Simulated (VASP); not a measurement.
# Al (Fm-3m) in VASP: further runs

Runs on Al. Level: PBE+D4. Tasks: single point.

Everything below comes from runs of VASP 6.6.1. Logs are shortened: lines on timing, memory, paths and dates and some standing lists are left out, and cuts for length are marked.

## Step 1: The cell of the first run

It takes space group Fm-3m (No. 225, cubic). Conventional cell: a = 3.775 Å, b = 3.775 Å, c = 3.775 Å, α = 90.00°, β = 90.00°, γ = 90.00°. Al (site symmetry m-3m) has 12 Al at 2.67 Å within 3.5 Å.

## Step 2: Single point, PBE+D4

Input file INCAR:

```
SYSTEM = Al
ALGO = Normal
EDIFF = 1E-7
ENCUT = 520
GGA = PE
ISIF = 2
ISMEAR = 0
IVDW = 13
LASPH = .TRUE.
LCHARG = .FALSE.
LREAL = .FALSE.
LWAVE = .FALSE.
NBANDS = 8
NELM = 80
PREC = Accurate
SIGMA = 0.1
```

Input file KPOINTS:

```
k-points
0
G
  14 14 14
  0 0 0
```

Input file POSCAR:

```
Al
1.0
    0.0000000000      1.8874738123      1.8874738123
    1.8874738123      0.0000000000      1.8874738123
    1.8874738123      1.8874738123      0.0000000000
Al
1
Direct
    0.0000000000      0.0000000000      0.0000000000
```

Potentials or basis: VASP PAW PBE potentials, release 64 (Al).

On the command line:

```
cat potpaw_PBE.64/Al/POTCAR > POTCAR
mpirun -np 1 vasp_std > vasp.out
```

OUTCAR:

```text
SYSTEM = Al
   EDIFF = 1E-7
   ENCUT = 520
   GGA = PE
   ISIF = 2
   ISMEAR = 0
   IVDW = 13
   LASPH = .TRUE.
   LREAL = .FALSE.
   NELM = 80
   PREC = Accurate

 ion  position               nearest neighbor table
   1  0.000  0.000  0.000-

  LATTYP: Found a face centered cubic cell.
 ALAT       =     3.7749476246

  Lattice vectors:

 A1 = (   0.0000000000,   1.8874738123,   1.8874738123)
 A2 = (   1.8874738123,   0.0000000000,   1.8874738123)
 A3 = (   1.8874738123,   1.8874738123,   0.0000000000)

Analysis of symmetry for initial positions (statically):
=====================================================================
 Subroutine PRICEL returns:
 Original cell was already a primitive cell.

 Routine SETGRP: Setting up the symmetry group for a
 face centered cubic supercell.

 Subroutine GETGRP returns: Found 48 space group operations
[... 9 lines left out ...]

 Routine SETGRP: Setting up the symmetry group for a
 face centered cubic supercell.

 Subroutine GETGRP returns: Found 48 space group operations
[... 11 lines left out ...]
                                     Primitive cell

  volume of cell :      13.4485

  direct lattice vectors                    reciprocal lattice vectors
     0.000000000  1.887473812  1.887473812    -0.264904338  0.264904338  0.264904338
     1.887473812  0.000000000  1.887473812     0.264904338 -0.264904338  0.264904338
     1.887473812  1.887473812  0.000000000     0.264904338  0.264904338 -0.264904338

  length of vectors
     2.669291064  2.669291064  2.669291064     0.458827772  0.458827772  0.458827772

  position of ions in fractional coordinates (direct lattice)
     0.000000000  0.000000000  0.000000000

  ion indices of the primitive-cell ions
   primitive index   ion index
                 1           1

----------------------------------------------------------------------------------------

 KPOINTS: k-points

Automatic generation of k-mesh.
 Grid dimensions read from file:
 generate k-points for:   14   14   14

 Generating k-lattice:

  Cartesian coordinates                     Fractional coordinates (reciprocal lattice)
    -0.018921738  0.018921738  0.018921738     0.071428571  0.000000000  0.000000000
     0.018921738 -0.018921738  0.018921738     0.000000000  0.071428571  0.000000000
     0.018921738  0.018921738 -0.018921738     0.000000000  0.000000000  0.071428571

  Length of vectors
     0.032773412  0.032773412  0.032773412

  Shift w.r.t. Gamma in fractional coordinates (k-lattice)
     0.000000000  0.000000000  0.000000000

 Subroutine IBZKPT returns following result:
 ===========================================

 Found    104 irreducible k-points:

 Following reciprocal coordinates:
            Coordinates               Weight
  0.000000  0.000000  0.000000      1.000000
  0.071429  0.000000  0.000000      8.000000
  0.142857  0.000000  0.000000      8.000000
  0.214286  0.000000  0.000000      8.000000
  0.285714  0.000000  0.000000      8.000000
  0.357143  0.000000  0.000000      8.000000
[... 16 lines left out ...]
  0.214286  0.142857  0.000000     24.000000
  0.285714  0.142857  0.000000     24.000000
 [... further k-points ...]
   k-points           NKPTS =    104   k-points in BZ     NKDIM =    104   number of bands    NBANDS=      8
   number of dos      NEDOS =    301   number of ions     NIONS =      1
   total plane-waves  NPLWV =   8000
   dimension x,y,z NGX =    20 NGY =   20 NGZ =   20
   dimension x,y,z NGXF=    40 NGYF=   40 NGZF=   40
   ions per type =               1
   NGX,Y,Z   is equivalent  to a cutoff of  12.46, 12.46, 12.46 a.u.
   NGXF,Y,Z  is equivalent  to a cutoff of  24.91, 24.91, 24.91 a.u.
 SYSTEM =  Al
   PREC   = accura    normal or accurate (medium, high low for compatibility)
   ISTART =      0    job   : 0-new  1-cont  2-samecut
   ICHARG =      2    charge: 1-file 2-atom 10-const
   ISPIN  =      1    spin polarized calculation?
   LNONCOLLINEAR =      F non collinear calculations
   LSORBIT =      F    spin-orbit coupling
   LASPH  =      T    aspherical Exc in radial PAW
   ENCUT  =  520.0 eV  38.22 Ry    6.18 a.u.   4.96  4.96  4.96*2*pi/ulx,y,z
   NELM   =     80;   NELMIN=  2; NELMDL= -5     # of ELM steps
   EDIFF  = 0.1E-06   stopping-criterion for ELM
   LREAL  =      F    real-space projection
   EDIFFG = 0.1E-05   stopping-criterion for IOM
   NSW    =      0    number of steps for IOM
   IBRION =     -1    ionic relax: 0-MD 1-quasi-New 2-CG
   NFREE  =      0    steps in history (QN), initial steepest desc. (CG)
   ISIF   =      2    stress and relaxation
   ISYM   =      2    0-nonsym 1-usesym 2-fastsym
   POTIM  = 0.5000    time-step for ionic-motion
   TEBEG  =    0.0;   TEEND  =   0.0 temperature during run
   PSTRESS=    0.0 pullay stress
   NELECT =       3.0000    total number of electrons
   NUPDOWN=      -1.0000    fix difference up-down
   EMIN   =  10.00;   EMAX   =-10.00  energy-range for DOS
   EFERMI =   0.00;   METHOD = LEGACY
   ISMEAR =     0;   SIGMA  =   0.10  broadening in eV -4-tet -1-fermi 0-gaus
   EFERMI_NEDOS =   21; number of points for ismear=-14 and -15
   IALGO  =     38    algorithm
   IMIX   =      4    mixing-type and parameters
     AMIX     =   0.40;   BMIX     =  1.00
     AMIX_MAG =   1.60;   BMIX_MAG =  1.00
  volume/ion in A,a.u.               =      13.45        90.75
  Fermi-wavevector in a.u.,A,eV,Ry     =   0.992867  1.876246 13.412412  0.985784
  Thomas-Fermi vector in A             =   2.124709
   LORBIT       =      0    0 simple, 1 ext, 2 COOP (PROOUT), +10 PAW based schemes
   GGA     = PE    functional components
   LHFCALC =     F    Hartree Fock is set to
   AEXX    =    0.0000 exact exchange contribution
   IVDW    =    13    specifies the selected vdW correction
   LEPSILON=     F    determine dielectric tensor
   LRPA    =     F    only Hartree local field effects (RPA)
 non-spin polarized calculation
 Gauss-broadening in eV      SIGMA  =   0.10
  energy-cutoff  :      520.00
  volume of cell :       13.45
 maximum number of plane-waves:       378
   NGX =  9   NGY =  9   NGZ =  9

 number of electron       3.0000000 magnetization

 Free energy of the ion-electron system (eV)
  ---------------------------------------------------
  ext. energy  EPLUGINS =         0.00000000
  ---------------------------------------------------
  free energy    TOTEN  =        -3.54813339 eV

  energy without entropy =       -3.54674106  energy(sigma->0) =       -3.54743723

 E-fermi :  10.2866     XC(G=0): -10.9609

 val. band max:       10.2623739696   @ k =   0.5000   0.2857   0.0000
 cond. band min:      10.2980395161   @ k =  -0.2857   0.2857   0.0000
 fundamental gap:      0.0356655465
 Fermi energy:        10.2866024761

 k-point     1 :       0.0000    0.0000    0.0000
  band No.  band energies     occupation
      1      -2.3161      2.00000
      2      24.1237      0.00000
      3      24.1237      0.00000
      4      24.1237      0.00000
      5      27.3070      0.00000
      6      27.3070      0.00000
      7      27.3070      0.00000
      8      28.3377      0.00000

 k-point     2 :       0.0714    0.0000    0.0000
  band No.  band energies     occupation
      1      -2.1574      2.00000
      2      21.9966      0.00000
      3      23.8385      0.00000
      4      23.8385      0.00000
      5      27.4982      0.00000
      6      27.8501      0.00000
      7      27.8501      0.00000
      8      30.1450      0.00000

 k-point     3 :       0.1429    0.0000    0.0000
  band No.  band energies     occupation
      1      -1.6827      2.00000
      2      18.8129      0.00000
      3      23.3147      0.00000
      4      23.3147      0.00000
      5      27.1673      0.00000
      6      29.1176      0.00000
      7      29.1176      0.00000
      8      29.6376      0.00000

 k-point     4 :       0.2143    0.0000    0.0000
  band No.  band energies     occupation
      1      -0.8959      2.00000
      2      15.6756      0.00000
      3      22.8719      0.00000
      4      22.8719      0.00000
      5      26.7940      0.00000
      6      27.9611      0.00000
      7      27.9611      0.00000
      8      30.8799      0.00000

 k-point     5 :       0.2857    0.0000    0.0000
  band No.  band energies     occupation
      1       0.1964      2.00000
      2      12.7202      0.00000
      3      22.6092      0.00000
      4      22.6092      0.00000
      5      26.5156      0.00000
      6      26.5156      0.00000
      7      26.5584      0.00000
      8      31.0978      0.00000

 k-point     6 :       0.3571    0.0000    0.0000
  band No.  band energies     occupation
      1       1.5848      2.00000
      2       9.9907      1.99997
      3      22.5470      0.00000
      4      22.5470      0.00000
      5      25.3275      0.00000
      6      25.3275      0.00000
      7      26.5310      0.00000
      8      29.8640      0.00000

 k-point     7 :       0.4286    0.0000    0.0000
  band No.  band energies     occupation
      1       3.2518      2.00000
      2       7.5165      2.00000
      3      22.6534      0.00000
      4      22.6534      0.00000
      5      24.4631      0.00000
      6      24.4631      0.00000
      7      26.6919      0.00000
      8      28.9054      0.00000
[... 133 lines left out ...]
 k-point    20 :      -0.1429    0.0714    0.0000
  band No.  band energies     occupation
      1      -1.3149      2.00000
      2      17.7720      0.00000
      3      20.8233      0.00000
      4      24.6275      0.00000
      5      27.5779      0.00000
      6      27.9796      0.00000
      7      28.4549      0.00000
      8      29.3719      0.00000

 k-point    21 :      -0.0714    0.0714    0.0000
  band No.  band energies     occupation
      1      -1.8934      2.00000
      2      20.5701      0.00000
      3      21.8642      0.00000
      4      24.5374      0.00000
      5      27.5916      0.00000
      6      28.0357      0.00000
      7      28.8629      0.00000
      8      29.4091      0.00000

 k-point    22 :       0.1429    0.1429    0.0000
  band No.  band energies     occupation
      1      -1.4723      2.00000
      2      20.7341      0.00000
      3      21.1984      0.00000
      4      21.1984      0.00000
      5      25.0014      0.00000
      6      26.3951      0.00000
      7      31.5040      0.00000
      8      31.5040      0.00000

 k-point    23 :       0.2143    0.1429    0.0000
  band No.  band energies     occupation
      1      -0.8959      2.00000
      2      18.0454      0.00000
      3      20.4930      0.00000
      4      21.4954      0.00000
      5      23.6694      0.00000
      6      25.9343      0.00000
      7      31.8828      0.00000
      8      32.2086      0.00000

 k-point    24 :       0.2857    0.1429    0.0000
  band No.  band energies     occupation
      1      -0.0108      2.00000
      2      15.0813      0.00000
      3      20.0366      0.00000
      4      21.1223      0.00000
      5      22.5360      0.00000
      6      27.0745      0.00000
      7      31.0332      0.00000
      8      31.7834      0.00000

 [... further k-points ...]

------------------------ aborting loop because EDIFF is reached ----------------------------------------

  DFT-D4 for vdW energy calculation

  Edisp (eV):   -0.41824

  FORCE on cell =-STRESS in cart. coord.  units (eV):
  Direction    XX          YY          ZZ          XY          YZ          ZX
  --------------------------------------------------------------------------------------
  -------------------------------------------------------------------------------------
  Total       1.67649     1.67649     1.67649    -0.00000     0.00000     0.00000
  in kB     199.72844   199.72844   199.72844    -0.00000     0.00000     0.00000
  external pressure =      199.73 kB  Pullay stress =        0.00 kB

 VOLUME and BASIS-vectors are now :
 -----------------------------------------------------------------------------
  energy-cutoff  :      520.00
  volume of cell :       13.45
      direct lattice vectors                 reciprocal lattice vectors
     0.000000000  1.887473812  1.887473812    -0.264904338  0.264904338  0.264904338
     1.887473812  0.000000000  1.887473812     0.264904338 -0.264904338  0.264904338
     1.887473812  1.887473812  0.000000000     0.264904338  0.264904338 -0.264904338

 POSITION                                       TOTAL-FORCE (eV/Angst)
 -----------------------------------------------------------------------------------
      0.00000      0.00000      0.00000        -0.000000      0.000000     -0.000000
 -----------------------------------------------------------------------------------
    total drift:                               -0.000000     -0.000000     -0.000000

  FREE ENERGIE OF THE ION-ELECTRON SYSTEM (eV)
  ---------------------------------------------------
  free  energy   TOTEN  =        -3.9663719158 eV

  energy  without entropy=       -3.9649795837  energy(sigma->0) =       -3.96567575
```

Run time: 4.4 s. Hardware: 1 thread of AMD EPYC 9R45 (Zen 5), shared host; peak memory 0.09 GiB.

What came out:

```
Free energy                : -3.9664 eV
Pressure                   : 20.0 GPa
Dispersion energy per atom : -0.418 eV
```

Caveat: pairwise dispersion overbinds metals, which lowers pressure and volume.

## Step 3: Single point, PBE+D4

This run uses another cell than the first one, of 14.37 Å³/atom, 1.069 times its volume.

Input file INCAR:

```
SYSTEM = Al
PREC = Accurate
ENCUT = 520
EDIFF = 1E-7
ISMEAR = 0
SIGMA = 0.1
LREAL = .FALSE.
LASPH = .TRUE.
NELM = 80
ALGO = Normal
ISIF = 2
LWAVE = .FALSE.
LCHARG = .FALSE.
GGA = PE
IVDW = 13
NBANDS = 8
```

Input file KPOINTS:

```
Automatic mesh
0
G
  14 14 14
  0 0 0
```

Input file POSCAR:

```
Al
1.0
    0.0000000000      1.9298041880      1.9298041880
    1.9298041880      0.0000000000      1.9298041880
    1.9298041880      1.9298041880      0.0000000000
Al
1
Direct
    0.0000000000      0.0000000000      0.0000000000
```

Potentials or basis: VASP PAW PBE potentials, release 64 (Al).

On the command line:

```
cat potpaw_PBE.64/Al/POTCAR > POTCAR
mpirun -np 1 vasp_std > vasp.out
```

OUTCAR:

```text
SYSTEM = Al
   PREC = Accurate
   ENCUT = 520
   EDIFF = 1E-7
   ISMEAR = 0
   LREAL = .FALSE.
   LASPH = .TRUE.
   NELM = 80
   ISIF = 2
   GGA = PE
   IVDW = 13

 ion  position               nearest neighbor table
   1  0.000  0.000  0.000-

  LATTYP: Found a face centered cubic cell.
 ALAT       =     3.8596083760

  Lattice vectors:

 A1 = (   0.0000000000,   1.9298041880,   1.9298041880)
 A2 = (   1.9298041880,   0.0000000000,   1.9298041880)
 A3 = (   1.9298041880,   1.9298041880,   0.0000000000)

Analysis of symmetry for initial positions (statically):
=====================================================================
 Subroutine PRICEL returns:
 Original cell was already a primitive cell.

 Routine SETGRP: Setting up the symmetry group for a
 face centered cubic supercell.

 Subroutine GETGRP returns: Found 48 space group operations
[... 9 lines left out ...]

 Routine SETGRP: Setting up the symmetry group for a
 face centered cubic supercell.

 Subroutine GETGRP returns: Found 48 space group operations
[... 11 lines left out ...]
                                     Primitive cell

  volume of cell :      14.3737

  direct lattice vectors                    reciprocal lattice vectors
     0.000000000  1.929804188  1.929804188    -0.259093644  0.259093644  0.259093644
[... 139 lines left out ...]
 k-point     1 :       0.0000    0.0000    0.0000
  band No.  band energies     occupation
      1      -2.6056      2.00000
      2      22.9298      0.00000
      3      22.9298      0.00000
      4      22.9298      0.00000
      5      25.5308      0.00000
      6      25.5308      0.00000
      7      25.5308      0.00000
      8      27.0197      0.00000
[... 243 lines left out ...]
 k-point    24 :       0.2857    0.1429    0.0000
  band No.  band energies     occupation
      1      -0.3965      2.00000
      2      14.1306      0.00000
      3      18.8070      0.00000
      4      20.0551      0.00000
      5      21.1270      0.00000
      6      25.3940      0.00000
      7      29.3802      0.00000
      8      30.0769      0.00000

 [... further k-points ...]

------------------------ aborting loop because EDIFF is reached ----------------------------------------

  DFT-D4 for vdW energy calculation

  Edisp (eV):   -0.39248

  FORCE on cell =-STRESS in cart. coord.  units (eV):
  Direction    XX          YY          ZZ          XY          YZ          ZX
  --------------------------------------------------------------------------------------
  -------------------------------------------------------------------------------------
  Total       0.89441     0.89441     0.89441    -0.00000     0.00000     0.00000
  in kB      99.69551    99.69551    99.69551    -0.00000     0.00000     0.00000
  external pressure =       99.70 kB  Pullay stress =        0.00 kB

 VOLUME and BASIS-vectors are now :
 -----------------------------------------------------------------------------
  energy-cutoff  :      520.00
  volume of cell :       14.37
      direct lattice vectors                 reciprocal lattice vectors
     0.000000000  1.929804188  1.929804188    -0.259093644  0.259093644  0.259093644
     1.929804188  0.000000000  1.929804188     0.259093644 -0.259093644  0.259093644
     1.929804188  1.929804188  0.000000000     0.259093644  0.259093644 -0.259093644

 POSITION                                       TOTAL-FORCE (eV/Angst)
 -----------------------------------------------------------------------------------
      0.00000      0.00000      0.00000         0.000000      0.000000      0.000000
 -----------------------------------------------------------------------------------
    total drift:                               -0.000000     -0.000000     -0.000000

  FREE ENERGIE OF THE ION-ELECTRON SYSTEM (eV)
  ---------------------------------------------------
  free  energy   TOTEN  =        -4.0512469473 eV

  energy  without entropy=       -4.0494417300  energy(sigma->0) =       -4.05034434
```

stdout:

```text
POSCAR found type information on POSCAR Al
 POSCAR found :  1 types and       1 ions
 scaLAPACK will be used
 LDA part: xc-table for (Slater+PW92), standard interpolation
 POSCAR, INCAR and KPOINTS ok, starting setup
 FFT: planning ... GRIDC
 FFT: planning ... GRID_SOFT
 FFT: planning ... GRID
 WAVECAR not read
 entering main loop
```

Wall time 4.5 s (1 thread of AMD EPYC 9R45 (Zen 5), shared host); peak memory 0.09 GiB.

Results:

```yaml
Free_energy: -4.0512 eV
Pressure: 10.0 GPa
Dispersion_energy_per_atom: -0.392 eV
```

Caveat: pairwise dispersion overbinds metals, which lowers pressure and volume.
